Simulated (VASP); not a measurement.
A run of VASP 6.6.1 is set up as follows.

The input INCAR:

```
  ALGO = Normal
  EDIFF = 1E-7
  ENCUT = 520
  GGA = PE
  ISIF = 2
  ISMEAR = 0
  IVDW = 12
  LASPH = T
  LCHARG = F
  LREAL = F
  LWAVE = F
  NBANDS = 15
  NELM = 60
  PREC = Accurate
  SIGMA = 0.1
```

Contents of KPOINTS:

```
k-points
0
Gamma
  12 12 14
```

POSCAR

```
CS2
1.0
    4.1836237640      0.0000000000      0.0000000000
    0.0000000000      4.1836237640      0.0000000000
    0.0000000000      0.0000000000      2.2246552262
C S
1 2
Direct
    0.0000000000      0.0000000000      0.0000000000
    0.0000000000      0.5000000000      0.0000000000
    0.5000000000      0.0000000000      0.0000000000
```

Potentials or basis: VASP PAW PBE potentials, release 64 (C, S).

Launch:

```console
$ cat potpaw_PBE.64/C/POTCAR potpaw_PBE.64/S/POTCAR > POTCAR
$ mpirun -np 1 vasp_std > vasp.out
```

Estimate the dispersion energy per atom.

-0.305 eV.

Estimate the pressure.

-0.3 GPa.

Stress tensor (GPa, compression positive):
```
-0.19  0.00  0.00
 0.00 -0.19  0.00
 0.00  0.00 -0.55
```
